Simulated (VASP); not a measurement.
# CoSi2 (P1) in VASP: single point with PBEsol

Aim: the single point of CoSi2 with PBEsol.

Program: VASP 6.6.1. These are calculated values, not measurements. Logs are shortened: lines on timing, memory, paths and dates and some standing lists are left out, and cuts for length are marked.

## (1) The cell of the first run

The typed cell holds 6 atoms: a = 3.757 Å, b = 3.757 Å, c = 6.506 Å, α = 73.22°, β = 73.22°, γ = 60.00°.

## (2) Single point, PBEsol (atom 6 moved 0.06 Å)

Input file INCAR:

```
SYSTEM = CoSi2
PREC = Accurate
ENCUT = 520
EDIFF = 1E-6
ISMEAR = 0
SIGMA = 0.15
LREAL = .False.
LASPH = .True.
NELM = 60
ALGO = Fast
ISIF = 2
LWAVE = .False.
LCHARG = .True.
GGA = PS
LELF = .True.
LVHAR = .True.
NBANDS = 26
```

Input file KPOINTS:

```
Automatic mesh
0
Gamma
  12 12 10
  0 0 0
```

Input file POSCAR:

```
CoSi2
1.0
    0.0000000000     -2.6562539695     -2.6562539695
   -2.6562539695      0.0000000000     -2.6562539695
    2.6562539695      2.6562539695     -5.3125079389
Co Si
2 4
Direct
   -0.0024159131      0.0024422579     -0.0006330309
    0.4975840869      0.5024422579      0.4993669691
    0.1225840869      0.1274422579      0.6243669691
    0.6225840869      0.6274422579      0.1243669691
    0.3725840869      0.3774422579      0.8743669691
    0.8870795653      0.8627887105      0.3781651545
```

Potentials or basis: VASP PAW PBE potentials, release 64 (Co, Si).

Launch:

```sh
cat potpaw_PBE.64/Co/POTCAR potpaw_PBE.64/Si/POTCAR > POTCAR
mpirun -np 1 vasp_std > vasp.out
```

OUTCAR:

```text
SYSTEM = CoSi2
   PREC = Accurate
   ENCUT = 520
   EDIFF = 1E-6
   ISMEAR = 0
   LREAL = .False.
   LASPH = .True.
   NELM = 60
   ISIF = 2
   GGA = PS

 ion  position               nearest neighbor table
   1  0.998  0.002  0.999-   3 2.30   4 2.30   4 2.30   5 2.30   5 2.30   4 2.30   5 2.30   6 2.32

   2  0.498  0.502  0.499-   6 2.24   5 2.30   4 2.30   3 2.30   3 2.30   3 2.30   6 2.30   6 2.33

   3  0.123  0.127  0.624-   1 2.30   2 2.30   2 2.30   2 2.30   6 2.61   6 2.64   5 2.66   5 2.66
                             5 2.66   6 2.69
   4  0.623  0.627  0.124-   2 2.30   1 2.30   1 2.30   1 2.30   6 2.63   5 2.66   5 2.66   5 2.66
                             6 2.68   6 2.71
   5  0.373  0.377  0.874-   2 2.30   1 2.30   1 2.30   1 2.30   3 2.66   4 2.66   3 2.66   3 2.66
                             4 2.66   4 2.66
   6  0.887  0.863  0.378-   2 2.24   2 2.30   1 2.32   2 2.33   3 2.61   4 2.63   3 2.64   4 2.68
                             3 2.69   4 2.71

  LATTYP: Found a trigonal (rhomboedric) cell.
 ALAT       =     6.5064668525
 COS(alpha) =     0.8333333333

  Lattice vectors:

 A1 = (   2.6562539695,   5.3125079390,  -2.6562539694)
 A2 = (   5.3125079390,   2.6562539695,  -2.6562539694)
 A3 = (   2.6562539695,   2.6562539695,  -5.3125079389)

Analysis of symmetry for initial positions (statically):
=====================================================================
 Subroutine PRICEL returns:
 Original cell was already a primitive cell.

 Routine SETGRP: Setting up the symmetry group for a
 trigonal (rhombohedral) supercell.

 Subroutine GETGRP returns: Found  1 space group operations
 (whereof  1 operations were pure point group operations)
 out of a pool of 12 trial point group operations.

The static configuration has the point symmetry C_1 .

Analysis of symmetry for dynamics (positions and initial velocities):
=====================================================================
 Subroutine PRICEL returns:
 Original cell was already a primitive cell.

 Routine SETGRP: Setting up the symmetry group for a
 trigonal (rhombohedral) supercell.

 Subroutine GETGRP returns: Found  1 space group operations
 (whereof  1 operations were pure point group operations)
 out of a pool of 12 trial point group operations.

The dynamic configuration has the point symmetry C_1 .

 Subroutine INISYM returns: Found  1 space group operations
 (whereof  1 operations are pure point group operations),
 and found     1 'primitive' translations

----------------------------------------------------------------------------------------

                                     Primitive cell

  volume of cell :      74.9668

  direct lattice vectors                    reciprocal lattice vectors
     0.000000000 -2.656253969 -2.656253969     0.094117506 -0.282352519 -0.094117506
    -2.656253969  0.000000000 -2.656253969    -0.282352519  0.094117506 -0.094117506
     2.656253969  2.656253969 -5.312507939     0.094117506  0.094117506 -0.094117506

  length of vectors
     3.756510389  3.756510389  6.506466852     0.312152455  0.312152455  0.163016303

  position of ions in fractional coordinates (direct lattice)
     0.997584087  0.002442258  0.999366969
     0.497584087  0.502442258  0.499366969
     0.122584087  0.127442258  0.624366969
     0.622584087  0.627442258  0.124366969
     0.372584087  0.377442258  0.874366969
     0.887079565  0.862788710  0.378165155

  ion indices of the primitive-cell ions
   primitive index   ion index
                 1           1
                 2           2
                 3           3
                 4           4
                 5           5
                 6           6

----------------------------------------------------------------------------------------

 KPOINTS: Automatic mesh
[... 21 lines left out ...]
|           W    W   A  A   R    R  NN   N  II  NN   N  G    G  !!!           |
|           W    W  A    A  R    R  N N  N  II  N N  N  G       !!!           |
|           W WW W  AAAAAA  RRRRR   N  N N  II  N  N N  G  GGG   !            |
|           WW  WW  A    A  R   R   N   NN  II  N   NN  G    G                |
|           W    W  A    A  R    R  N    N  II  N    N   GGGG   !!!           |
|                                                                             |
|     Your reciprocal lattice and k-lattice belong to different lattice       |
|     classes:                                                                |
|                                                                             |
|        The reciprocal lattice is rhombohedral (trigonal),                   |
|        whereas your k-lattice is base-centered monoclinic.                  |
|                                                                             |
|     Results are often still useful ...                                      |
|                                                                             |
 -----------------------------------------------------------------------------

 WARNING: IBZKPT: internal override: KBLOWUP is changed to .FALSE.
      ... skipping the blow-up phase ...

 Subroutine IBZKPT returns following result:
 ===========================================

 Found    724 irreducible k-points:

 Following reciprocal coordinates:
            Coordinates               Weight
  0.000000  0.000000  0.000000      1.000000
  0.083333  0.000000  0.000000      2.000000
  0.166667  0.000000  0.000000      2.000000
  0.250000  0.000000  0.000000      2.000000
  0.333333  0.000000  0.000000      2.000000
  0.416667  0.000000  0.000000      2.000000
[... 16 lines left out ...]
  0.250000  0.166667  0.000000      2.000000
  0.333333  0.166667  0.000000      2.000000
 [... further k-points ...]
   k-points           NKPTS =    724   k-points in BZ     NKDIM =    724   number of bands    NBANDS=     26
   number of dos      NEDOS =    301   number of ions     NIONS =      6
   total plane-waves  NPLWV =  37632
   dimension x,y,z NGX =    28 NGY =   28 NGZ =   48
   dimension x,y,z NGXF=    56 NGYF=   56 NGZF=   96
   ions per type =               2   4
   NGX,Y,Z   is equivalent  to a cutoff of  12.39, 12.39, 12.26 a.u.
   NGXF,Y,Z  is equivalent  to a cutoff of  24.78, 24.78, 24.53 a.u.
 SYSTEM =  CoSi2
   PREC   = accura    normal or accurate (medium, high low for compatibility)
   ISTART =      0    job   : 0-new  1-cont  2-samecut
   ICHARG =      2    charge: 1-file 2-atom 10-const
   ISPIN  =      1    spin polarized calculation?
   LNONCOLLINEAR =      F non collinear calculations
   LSORBIT =      F    spin-orbit coupling
   LASPH  =      T    aspherical Exc in radial PAW
   ENCUT  =  520.0 eV  38.22 Ry    6.18 a.u.   6.98  6.98 12.10*2*pi/ulx,y,z
   NELM   =     60;   NELMIN=  2; NELMDL= -5     # of ELM steps
   EDIFF  = 0.1E-05   stopping-criterion for ELM
   LREAL  =      F    real-space projection
   EDIFFG = 0.1E-04   stopping-criterion for IOM
   NSW    =      0    number of steps for IOM
   IBRION =     -1    ionic relax: 0-MD 1-quasi-New 2-CG
   NFREE  =      0    steps in history (QN), initial steepest desc. (CG)
   ISIF   =      2    stress and relaxation
   ISYM   =      2    0-nonsym 1-usesym 2-fastsym
   POTIM  = 0.5000    time-step for ionic-motion
   TEBEG  =    0.0;   TEEND  =   0.0 temperature during run
   PSTRESS=    0.0 pullay stress
   NELECT =      34.0000    total number of electrons
   NUPDOWN=      -1.0000    fix difference up-down
   EMIN   =  10.00;   EMAX   =-10.00  energy-range for DOS
   EFERMI =   0.00;   METHOD = LEGACY
   ISMEAR =     0;   SIGMA  =   0.15  broadening in eV -4-tet -1-fermi 0-gaus
   EFERMI_NEDOS =   21; number of points for ismear=-14 and -15
   IALGO  =     68    algorithm
   IMIX   =      4    mixing-type and parameters
     AMIX     =   0.40;   BMIX     =  1.00
     AMIX_MAG =   1.60;   BMIX_MAG =  1.00
  volume/ion in A,a.u.               =      12.49        84.32
  Fermi-wavevector in a.u.,A,eV,Ry     =   1.257800  2.376897 21.525240  1.582060
  Thomas-Fermi vector in A             =   2.391441
   LORBIT       =      0    0 simple, 1 ext, 2 COOP (PROOUT), +10 PAW based schemes
   GGA     = PS    functional components
   LHFCALC =     F    Hartree Fock is set to
   AEXX    =    0.0000 exact exchange contribution
   IVDW    =     0    specifies the selected vdW correction
   LEPSILON=     F    determine dielectric tensor
   LRPA    =     F    only Hartree local field effects (RPA)
 non-spin polarized calculation
 RMM-DIIS sequential band-by-band and
 Gauss-broadening in eV      SIGMA  =   0.15
  energy-cutoff  :      520.00
  volume of cell :       74.97
 maximum number of plane-waves:      2055
   NGX = 13   NGY = 13   NGZ = 25

 number of electron      34.0000011 magnetization

 Free energy of the ion-electron system (eV)
  ---------------------------------------------------
  ext. energy  EPLUGINS =         0.00000000
  ---------------------------------------------------
  free energy    TOTEN  =       -41.95697153 eV

  energy without entropy =      -41.93533230  energy(sigma->0) =      -41.94615192

 E-fermi :  10.3147     XC(G=0): -11.9676

 val. band max:       10.3133218028   @ k =   0.0833   0.1667   0.3000
 cond. band min:      10.3165314032   @ k =  -0.2500   0.0833   0.3000
 fundamental gap:      0.0032096004
 Fermi energy:        10.3147311402

 k-point     1 :       0.0000    0.0000    0.0000
  band No.  band energies     occupation
      1      -2.9826      2.00000
      2       0.3704      2.00000
      3       0.9898      2.00000
      4       6.1174      2.00000
      5       6.1331      2.00000
      6       6.1498      2.00000
[... 685 lines left out ...]
     25      16.1599      0.00000
     26      16.9696      0.00000

 [... further k-points ...]

------------------------ aborting loop because EDIFF is reached ----------------------------------------

  FORCE on cell =-STRESS in cart. coord.  units (eV):
  Direction    XX          YY          ZZ          XY          YZ          ZX
  --------------------------------------------------------------------------------------
  -------------------------------------------------------------------------------------
  Total        0.0983365      0.0842341      0.0765668     -0.2289002      0.4897486     -0.2766254
  in kB        2.1016322      1.8002365      1.6363730     -4.8920176     10.4668261     -5.9119914
  external PRESSURE =       1.8460806 kB  Pullay stress =       0.0000000 kB

 VOLUME and BASIS-vectors are now :
 -----------------------------------------------------------------------------
  energy-cutoff  :      520.00
  volume of cell :       74.97
      direct lattice vectors                 reciprocal lattice vectors
     0.000000000 -2.656253969 -2.656253969     0.094117506 -0.282352519 -0.094117506
    -2.656253969  0.000000000 -2.656253969    -0.282352519  0.094117506 -0.094117506
     2.656253969  2.656253969 -5.312507939     0.094117506  0.094117506 -0.094117506

 POSITION                                       TOTAL-FORCE (eV/Angst)
 -----------------------------------------------------------------------------------
      2.64809      0.00474     -7.96547         0.052125      0.042899     -0.048212
     -0.00817      0.00474     -5.30921         0.272615     -0.246390     -0.110049
      1.31996      1.33286     -3.98109         0.089056     -0.050384     -0.027428
     -1.33630     -1.32339     -3.98109         0.042029     -0.044704     -0.013231
      1.31996      1.33286     -6.63734         0.051562      0.008284     -0.037662
     -1.28728     -1.35181     -6.65710        -0.507387      0.290295      0.236582
 -----------------------------------------------------------------------------------
    total drift:                                0.000281     -0.000098     -0.000064

  FREE ENERGIE OF THE ION-ELECTRON SYSTEM (eV)
  ---------------------------------------------------
  free  energy   TOTEN  =       -41.9569715284 eV

  energy  without entropy=      -41.9353323027  energy(sigma->0) =      -41.94615192
```

It took 38 min on 1 thread of Oxide Virtual Turin-like, shared host; peak memory 1.1 GiB.

What came out:

| Item | Value |
| --- | --- |
| Free energy | -41.9570 eV |
| Pressure | 0.2 GPa |
| Largest force | 0.631 eV/Å |
| Band gap on the k mesh | zero (bands 17 and 18 overlap by 3.51 eV) |

Forces in eV/Å, atoms in the order of the input:
```
Co   0.052  0.043 -0.048
Co   0.273 -0.246 -0.110
Si   0.089 -0.050 -0.027
Si   0.042 -0.045 -0.013
Si   0.052  0.008 -0.038
Si  -0.507  0.290  0.237
```

Caveat: the cell differs from its parent crystal (atom 6 moved 0.06 Å); the PAW data sets were made with another functional, which shifts forces and pressure a little; the run has no spin polarisation, though such a crystal can be magnetic.
